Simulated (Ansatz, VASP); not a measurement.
Ag in VASP and in Ansatz

Contents of INCAR:

```
PREC = Accurate ; ENCUT = 520
EDIFF = 1E-6 ; ISMEAR = 1
SIGMA = 0.01 ; LREAL = F
LASPH = T ; NELM = 60
ALGO = Normal ; ISIF = 2
LWAVE = F ; LCHARG = F
GGA = CA ; NBANDS = 12
```

The input KPOINTS:

```
Automatic mesh
0
Gamma
  13 13 13
```

POSCAR

```
Ag
1.0
    0.0000000000      1.9996579419      1.9996579419
    1.9996579419      0.0000000000      1.9996579419
    1.9996579419      1.9996579419      0.0000000000
Ag
1
Direct
    0.0000000000      0.0000000000      0.0000000000
```

Input for Ansatz:

```yaml
crystal:
  lattice:
    - [0.0, 1.9996579419, 1.9996579419]
    - [1.9996579419, 0.0, 1.9996579419]
    - [1.9996579419, 1.9996579419, 0.0]
  atoms:
    - { symbol: Ag, position: [0.0, 0.0, 0.0] }
hamiltonian:
  xc: lda
  pseudopotentials:
    kind: paw
    azcp:
      Ag: "pseudopotentials/Ag.paw.azcp"
basis:
  ecutwfc: 420
  fft_grid_basis: typed
kpoints:
  mp_grid: { grid: [13, 13, 13], shift: [0, 0, 0] }
magnetization:
  spin_polarized: false
scf:
  occupations: { method: methfessel_paxton, width: 0.01 }
  lower_state_search: "off"
output:
  stress: true
```

Alike in both runs: task single point; functional LDA; k mesh 13 × 13 × 13; occupations methfessel-paxton of order 1, width 0.01 eV; no spin polarisation.

|  | VASP | Ansatz |
| --- | --- | --- |
| version | VASP 6.6.1 | Ansatz 0.2.0 |
| potentials or method | VASP PAW LDA potentials, release 64 (Ag), cutoff 520 eV | plane waves (420 eV) with PAW, scalar-relativistic |
| valence electrons in the cell | 11 | 19 |

|  | VASP | Ansatz | Ansatz less VASP |
| --- | --- | --- | --- |
| pressure (GPa) | 0.1 | -0.1 | -0.14 |

Ansatz warns that its potentials were made for another functional, while VASP's fit it. LDA's correlation is that of Perdew and Zunger in VASP and of Perdew and Wang (1992) in Ansatz. VASP's potentials hold 11 valence electrons a cell and Ansatz's 19, so a difference there can come from the potentials and not from the codes.
